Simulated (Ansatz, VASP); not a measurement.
## Two plane-wave programs on Hg

```xyz
1
Lattice="0.0000 2.3919 2.3919 2.3919 0.0000 2.3919 2.3919 2.3919 0.0000" Properties=species:S:1:pos:R:3 pbc="T T T"
Hg    0.0000    0.0000    0.0000
```

Alike in both runs: task relaxation of cell and atoms; functional PBE; dispersion D3(BJ); k mesh 16 × 16 × 16; occupations gaussian, width 0.1 eV; no spin polarisation.

|  | VASP | Ansatz |
| --- | --- | --- |
| version | VASP 6.6.1 | Ansatz 0.2.0 |
| potentials or method | VASP PAW PBE potentials, release 64 (Hg), cutoff 600 eV | scalar-relativistic, plane waves, PAW |
| valence electrons in the cell | 12 | 20 |

|  | VASP | Ansatz | Ansatz less VASP |
| --- | --- | --- | --- |
| gap on the k mesh at the Fermi level, each at its own relaxed structure (eV) | none | none | - |
| relaxed volume (Å³/atom) | 25.39 | 24.87 | -0.518 |
| relaxed cell length with the largest relative difference (Å) | 3.299 | 3.277 | -0.0226 |

A gap of «none» marks a metal or a gap that the smearing closes. VASP's potentials hold 12 valence electrons a cell and Ansatz's 20, so a difference there can come from the potentials and not from the codes.

Spin-orbit coupling is off throughout.
